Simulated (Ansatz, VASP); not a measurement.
**Rh in VASP and in Ansatz**

```
CELL_PARAMETERS angstrom
2.65788 0.00000 0.00000
-1.32894 2.30179 0.00000
0.00000 0.00000 8.67104
ATOMIC_POSITIONS crystal
Rh 0.00000 0.00000 0.00000
Rh 0.00000 0.00000 0.50000
Rh 0.33333 0.66667 0.25000
Rh 0.66667 0.33333 0.75000
```

Alike in both runs: task single point; functional LDA; k mesh 15 × 15 × 4; occupations fermi-dirac, width 0.1 eV; no spin polarisation.

```csv
,VASP,Ansatz
version,VASP 6.6.1,Ansatz 0.2.0
potentials or method,"VASP PAW LDA potentials, release 64 (Rh_pv), cutoff 520 eV","plane waves (420 eV) with PAW, scalar-relativistic"
valence electrons in the cell,60,68
```

|  | VASP | Ansatz | Ansatz less VASP |
| --- | --- | --- | --- |
| pressure (GPa) | 0.9 | 0.0 | -0.93 |

Ansatz warns that its potentials were made for another functional, while VASP's fit it. LDA's correlation is that of Perdew and Zunger in VASP and of Perdew and Wang (1992) in Ansatz. VASP's potentials hold 60 valence electrons a cell and Ansatz's 68, so a difference there can come from the potentials and not from the codes.
